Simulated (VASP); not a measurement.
# NbP (I4_1md) in VASP: a series of runs, part 2 of 3

VASP 6.6.1. The steps go on from the part before.

**3. Single point, PBE**

Contents of INCAR:

```
ALGO     = Normal         # electronic algorithm
EDIFF    = 1E-6           # SCF threshold, eV
ENCUT    = 520            # plane-wave cutoff, eV
GGA      = PE             # functional
ISIF     = 2              # what is computed and relaxed
ISMEAR   = -1             # smearing method
LASPH    = True           # aspherical terms in the spheres
LCHARG   = True           # write CHGCAR
LELF     = True           # ELF
LREAL    = False          # projectors in reciprocal space
LVHAR    = True         
LWAVE    = False          # write WAVECAR
NBANDS   = 26             # bands
NELM     = 80             # most SCF steps
PREC     = Accurate       # precision mode
SIGMA    = 0.05           # smearing width, eV
```

Contents of KPOINTS:

```
k-points
0
Gamma
  11 11 11
```

Contents of POSCAR:

```
NbP
1.0
   -1.6736441871      1.6736441871      5.7148809569
    1.6736441871     -1.6736441871      5.7148809569
    1.6736441871      1.6736441871     -5.7148809569
Nb P
2 2
Direct
    0.2500371579      0.7500371579      0.5000000000
    0.5000371579      0.5000371579      0.0000000000
    0.8325914121      0.3325914121      0.5000000000
    0.0825914121      0.0825914121      0.0000000000
```

Potentials or basis: VASP PAW PBE potentials, release 64 (Nb_sv, P).

Started as:

```sh
$ cat potpaw_PBE.64/Nb_sv/POTCAR potpaw_PBE.64/P/POTCAR > POTCAR
$ mpirun -np 1 vasp_std > vasp.out
```

OUTCAR:

```text
EDIFF = 1E-6
   ENCUT = 520
   GGA = PE
   ISIF = 2
   ISMEAR = -1
   LASPH = True
   LREAL = False
   NELM = 80
   PREC = Accurate

 ion  position               nearest neighbor table
   1  0.250  0.750  0.500-   4 2.54   4 2.54   3 2.55   3 2.55   3 2.55   3 2.55
   2  0.500  0.500  0.000-   3 2.54   3 2.54   4 2.55   4 2.55   4 2.55   4 2.55
   3  0.833  0.333  0.500-   2 2.54   2 2.54   1 2.55   1 2.55   1 2.55   1 2.55
   4  0.083  0.083  0.000-   1 2.54   1 2.54   2 2.55   2 2.55   2 2.55   2 2.55

  LATTYP: Found a body centered tetragonal cell.
 ALAT       =     3.3472883742
 C/A-ratio  =     3.4146331705

  Lattice vectors:

 A1 = (  -1.6736441871,   1.6736441871,   5.7148809569)
 A2 = (   1.6736441871,  -1.6736441871,   5.7148809569)
 A3 = (   1.6736441871,   1.6736441871,  -5.7148809569)

Analysis of symmetry for initial positions (statically):
=====================================================================
 Subroutine PRICEL returns:
 Original cell was already a primitive cell.

 Routine SETGRP: Setting up the symmetry group for a
 body centered tetragonal supercell.

 Subroutine GETGRP returns: Found  8 space group operations
 (whereof  4 operations were pure point group operations)
 out of a pool of 16 trial point group operations.

The static configuration has the point symmetry C_2v.
 The point group associated with its full space group is C_4v.

Analysis of symmetry for dynamics (positions and initial velocities):
=====================================================================
 Subroutine PRICEL returns:
 Original cell was already a primitive cell.

 Routine SETGRP: Setting up the symmetry group for a
 body centered tetragonal supercell.

 Subroutine GETGRP returns: Found  8 space group operations
 (whereof  4 operations were pure point group operations)
 out of a pool of 16 trial point group operations.

The dynamic configuration has the point symmetry C_2v.
 The point group associated with its full space group is C_4v.

 Subroutine INISYM returns: Found  8 space group operations
 (whereof  4 operations are pure point group operations),
 and found     1 'primitive' translations

----------------------------------------------------------------------------------------

                                     Primitive cell

  volume of cell :      64.0315

  direct lattice vectors                    reciprocal lattice vectors
    -1.673644187  1.673644187  5.714880957     0.000000000  0.298749282  0.087490886
     1.673644187 -1.673644187  5.714880957     0.298749282  0.000000000  0.087490886
     1.673644187  1.673644187 -5.714880957     0.298749282  0.298749282  0.000000000

  length of vectors
     6.185631260  6.185631260  6.185631260     0.311296947  0.311296947  0.422495287

  position of ions in fractional coordinates (direct lattice)
     0.250037158  0.750037158  0.500000000
     0.500037158  0.500037158  0.000000000
     0.832591412  0.332591412  0.500000000
     0.082591412  0.082591412  0.000000000

  ion indices of the primitive-cell ions
   primitive index   ion index
                 1           1
                 2           2
                 3           3
                 4           4

----------------------------------------------------------------------------------------

 KPOINTS: k-points

Automatic generation of k-mesh.
 Grid dimensions read from file:
 generate k-points for:   11   11   11

 Generating k-lattice:

  Cartesian coordinates                     Fractional coordinates (reciprocal lattice)
     0.000000000  0.027159026  0.007953717     0.090909091 -0.000000000  0.000000000
     0.027159026  0.000000000  0.007953717    -0.000000000  0.090909091  0.000000000
     0.027159026  0.027159026  0.000000000     0.000000000  0.000000000  0.090909091

  Length of vectors
     0.028299722  0.028299722  0.038408662

  Shift w.r.t. Gamma in fractional coordinates (k-lattice)
     0.000000000  0.000000000  0.000000000

 Subroutine IBZKPT returns following result:
 ===========================================

 Found    126 irreducible k-points:

 Following reciprocal coordinates:
            Coordinates               Weight
  0.000000  0.000000  0.000000      1.000000
  0.090909  0.000000 -0.000000      8.000000
  0.181818 -0.000000  0.000000      8.000000
  0.272727  0.000000 -0.000000      8.000000
  0.363636  0.000000 -0.000000      8.000000
  0.454545  0.000000  0.000000      8.000000
[... 16 lines left out ...]
 -0.272727  0.181818  0.000000     16.000000
 -0.181818  0.181818  0.000000      4.000000
 [... further k-points ...]
   k-points           NKPTS =    126   k-points in BZ     NKDIM =    126   number of bands    NBANDS=     26
   number of dos      NEDOS =    301   number of ions     NIONS =      4
   total plane-waves  NPLWV = 110592
   dimension x,y,z NGX =    48 NGY =   48 NGZ =   48
   dimension x,y,z NGXF=    96 NGYF=   96 NGZF=   96
   ions per type =               2   2
   NGX,Y,Z   is equivalent  to a cutoff of  12.90, 12.90, 12.90 a.u.
   NGXF,Y,Z  is equivalent  to a cutoff of  25.80, 25.80, 25.80 a.u.
 SYSTEM =  unknown system
   PREC   = accura    normal or accurate (medium, high low for compatibility)
   ISTART =      0    job   : 0-new  1-cont  2-samecut
   ICHARG =      2    charge: 1-file 2-atom 10-const
   ISPIN  =      1    spin polarized calculation?
   LNONCOLLINEAR =      F non collinear calculations
   LSORBIT =      F    spin-orbit coupling
   LASPH  =      T    aspherical Exc in radial PAW
   ENCUT  =  520.0 eV  38.22 Ry    6.18 a.u.  11.50 11.50 11.50*2*pi/ulx,y,z
   NELM   =     80;   NELMIN=  2; NELMDL= -5     # of ELM steps
   EDIFF  = 0.1E-05   stopping-criterion for ELM
   LREAL  =      F    real-space projection
   EDIFFG = 0.1E-04   stopping-criterion for IOM
   NSW    =      0    number of steps for IOM
   IBRION =     -1    ionic relax: 0-MD 1-quasi-New 2-CG
   NFREE  =      0    steps in history (QN), initial steepest desc. (CG)
   ISIF   =      2    stress and relaxation
   ISYM   =      2    0-nonsym 1-usesym 2-fastsym
   POTIM  = 0.5000    time-step for ionic-motion
   TEBEG  =    0.0;   TEEND  =   0.0 temperature during run
   PSTRESS=    0.0 pullay stress
   NELECT =      36.0000    total number of electrons
   NUPDOWN=      -1.0000    fix difference up-down
   EMIN   =  10.00;   EMAX   =-10.00  energy-range for DOS
   EFERMI =   0.00;   METHOD = LEGACY
   ISMEAR =    -1;   SIGMA  =   0.05  broadening in eV -4-tet -1-fermi 0-gaus
   EFERMI_NEDOS =   21; number of points for ismear=-14 and -15
   IALGO  =     38    algorithm
   IMIX   =      4    mixing-type and parameters
     AMIX     =   0.40;   BMIX     =  1.00
     AMIX_MAG =   1.60;   BMIX_MAG =  1.00
  volume/ion in A,a.u.               =      16.01       108.03
  Fermi-wavevector in a.u.,A,eV,Ry     =   1.351174  2.553348 24.839753  1.825670
  Thomas-Fermi vector in A             =   2.478617
   LORBIT       =      0    0 simple, 1 ext, 2 COOP (PROOUT), +10 PAW based schemes
   GGA     = PE    functional components
   LHFCALC =     F    Hartree Fock is set to
   AEXX    =    0.0000 exact exchange contribution
   IVDW    =     0    specifies the selected vdW correction
   LEPSILON=     F    determine dielectric tensor
   LRPA    =     F    only Hartree local field effects (RPA)
 non-spin polarized calculation
  energy-cutoff  :      520.00
  volume of cell :       64.03
 maximum number of plane-waves:      1741
 NGX is ok and might be reduce to    48
   NGX = 23   NGY = 23   NGZ = 23

 number of electron      36.0000000 magnetization

 Free energy of the ion-electron system (eV)
  ---------------------------------------------------
  ext. energy  EPLUGINS =         0.00000000
  ---------------------------------------------------
  free energy    TOTEN  =       -35.31828294 eV

  energy without entropy =      -35.31283496  energy(sigma->0) =      -35.31555895

 E-fermi :  10.6395     XC(G=0): -12.0178

 val. band max:       10.6371520162   @ k =  -0.0909   0.4545   0.0909
 cond. band min:      10.6789900774   @ k =  -0.0909  -0.4545   0.0909
 fundamental gap:      0.0418380612
 Fermi energy:        10.6394864034

 k-point     1 :       0.0000    0.0000    0.0000
  band No.  band energies     occupation
      1     -44.2941      2.00000
      2     -44.2556      2.00000
      3     -20.5612      2.00000
      4     -20.3586      2.00000
      5     -20.3586      2.00000
      6     -20.2145      2.00000
[... 18 lines left out ...]
     25      14.7212      0.00000
     26      14.7212      0.00000
[... 644 lines left out ...]
      4     -20.4395      2.00000
      5     -20.4142      2.00000
      6     -20.2907      2.00000
[... 18 lines left out ...]
     25      14.8306      0.00000
     26      16.0601      0.00000

 [... further k-points ...]
[... 5 lines left out ...]
  --------------------------------------------------------------------------------------
  -------------------------------------------------------------------------------------
  Total       -0.1779700     -0.1779700     -0.1630232      0.0000000      0.0000000      0.0000000
  in kB       -4.4531164     -4.4531164     -4.0791199      0.0000000      0.0000000      0.0000000
  external PRESSURE =      -4.3284509 kB  Pullay stress =       0.0000000 kB

 VOLUME and BASIS-vectors are now :
 -----------------------------------------------------------------------------
  energy-cutoff  :      520.00
  volume of cell :       64.03
      direct lattice vectors                 reciprocal lattice vectors
    -1.673644187  1.673644187  5.714880957     0.000000000  0.298749282  0.087490886
     1.673644187 -1.673644187  5.714880957     0.298749282  0.000000000  0.087490886
     1.673644187  1.673644187 -5.714880957     0.298749282  0.298749282  0.000000000

 POSITION                                       TOTAL-FORCE (eV/Angst)
 -----------------------------------------------------------------------------------
      1.67364      0.00000      2.85787         0.000000     -0.000000     -0.001659
      0.00000      0.00000      5.71531        -0.000000      0.000000     -0.001659
      0.00000      1.67364      3.80144         0.000000      0.000000      0.001659
      0.00000      0.00000      0.94400        -0.000000     -0.000000      0.001659
 -----------------------------------------------------------------------------------
    total drift:                                0.000000      0.000000      0.000232

  FREE ENERGIE OF THE ION-ELECTRON SYSTEM (eV)
  ---------------------------------------------------
  free  energy   TOTEN  =       -35.3182829431 eV

  energy  without entropy=      -35.3128349642  energy(sigma->0) =      -35.31555895
```

It took 3.9 min on 1 thread of Intel Xeon 6975P-C (Granite Rapids), shared host; peak memory 0.43 GiB.

Results:

* Free energy: -35.3183 eV
* Pressure: -0.4 GPa
* Band gap on the k mesh: 0.02 eV

Levels at points of the mesh, in eV from the valence-band top:
| k point | band 15 | band 16 | band 17 | band 18 | band 19 | band 20 | band 21 | band 22 |
| --- | --- | --- | --- | --- | --- | --- | --- | --- |
| (0.00, 0.00, 0.00) | -2.12 | -1.68 | -1.34 | -1.34 | 0.84 | 1.62 | 2.70 | 3.16 |

Caveat: the smearing spreads over this small gap; semilocal functionals underestimate gaps, and a narrow one can read as zero.

(Part 2 of 3 ends here.)

The gap in the log of VASP goes by the Fermi energy; the results here count the filled bands.